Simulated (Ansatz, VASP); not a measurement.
# One calculation of CsBe3Ag, two programs

```
Cs Be Ag
1.0
     3.96266    0.00000    0.00000
     0.00000    3.96266    0.00000
     0.00000    0.00000    7.32971
Cs Be Ag
1 3 1
Direct
  0.50000 0.50000 0.72651
  0.50000 0.00000 0.30088
  0.00000 0.50000 0.30088
  0.00000 0.00000 0.39130
  0.00000 0.00000 0.08082
```

Change from the starting cell: species swapped into the CeSiPt3 type (P4mm, No. 99).

Alike in both runs: functional PBE; k mesh 10 × 10 × 6; occupations gaussian, width 0.1 eV; no spin polarisation.

Ansatz relaxed the structure, and its values are those at the end. VASP's run is a single point on that final structure, the one shown.

|  | VASP | Ansatz |
| --- | --- | --- |
| version | VASP 6.6.1 | Ansatz 0.2.0 |
| potentials or method | VASP PAW PBE potentials, release 64 (Cs_sv, Be, Ag), cutoff 520 eV | scalar-relativistic, plane waves, PAW |
| valence electrons in the cell | 26 | 34 |

```csv
,VASP,Ansatz,Ansatz less VASP
gap on the k mesh at the Fermi level (eV),none,none,-
pressure (GPa),0.1,0.0,-0.04
rms of the force components (eV/Å),0.004,0.002,-0.0020
```

A gap of «none» marks a metal or a gap that the smearing closes. VASP's potentials hold 26 valence electrons a cell and Ansatz's 34, so a difference there can come from the potentials and not from the codes.

Neither program's run includes spin-orbit coupling.
